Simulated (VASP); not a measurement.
Wanted: the native input for a VASP 6.6.1 run.

```
Task                   : single point
Functional             : LDA
Potentials or basis    : VASP PAW LDA potentials, release 64 (Sb, Au)
Cutoff                 : 520 eV
k mesh                 : 9 × 9 × 9
Occupations            : fermi-dirac, width 0.08 eV
Spin                   : no spin polarisation
Dipole correction      : no
Further INCAR settings : ALGO = Normal; EDIFF = 1e-07; NBANDS = 18
```

The structure of Sb2Au lies in POSCAR:

```
Sb2Au
1.0
    0.0000000000      3.3280000000      3.2947200000
    3.3280000000      0.0000000000      3.2947200000
    3.3280000000      3.3280000000      0.0000000000
Sb Au
2 1
Direct
    0.2500000000      0.2500000000      0.2500000000
    0.7500000000      0.7500000000      0.7500000000
    0.0000000000      0.0000000000      0.0000000000
```

This cell differs from its parent crystal: zz strain of -1 %.

These files were run (other wordings do the same):

INCAR

```
SYSTEM = Sb2Au
PREC     = Accurate       ! precision mode
ENCUT    = 520            ! plane-wave cutoff, eV
EDIFF    = 1E-7           ! SCF threshold, eV
ISMEAR   = -1             ! smearing method
SIGMA    = 0.08           ! smearing width, eV
LREAL    = .False.        ! projectors in reciprocal space
LASPH    = .True.         ! aspherical terms in the spheres
NELM     = 80             ! most SCF steps
ALGO     = Normal         ! electronic algorithm
ISIF     = 2              ! what is computed and relaxed
LWAVE    = .False.        ! write WAVECAR
LCHARG   = .True.         ! write CHGCAR
LELF     = .True.         ! ELF
LVHAR    = .True.       
NBANDS   = 18             ! bands
```

KPOINTS

```
regular mesh
0
Gamma
  9 9 9
  0 0 0
```

Potentials or basis: VASP PAW LDA potentials, release 64 (Sb, Au).

Command:

```bash
$ cat potpaw_LDA.64/Sb/POTCAR potpaw_LDA.64/Au/POTCAR > POTCAR
$ mpirun -np 1 vasp_std > vasp.out
```

Results of the run:

| Quantity | Value |
| --- | --- |
| Pressure | 4.2 GPa |
| Band gap on the k mesh | zero (an odd number of electrons rules out a gap without spin polarisation) |

Caveat: the cell differs from its parent crystal (zz strain of -1 %); the cell stands under pressure; spin-orbit coupling is left out, which moves the levels of the heavy elements.

It took 2.9 min on 1 thread of AMD EPYC 7R43 64-Core Processor (Zen 3), with other jobs on the host, peak memory 0.2 GiB.
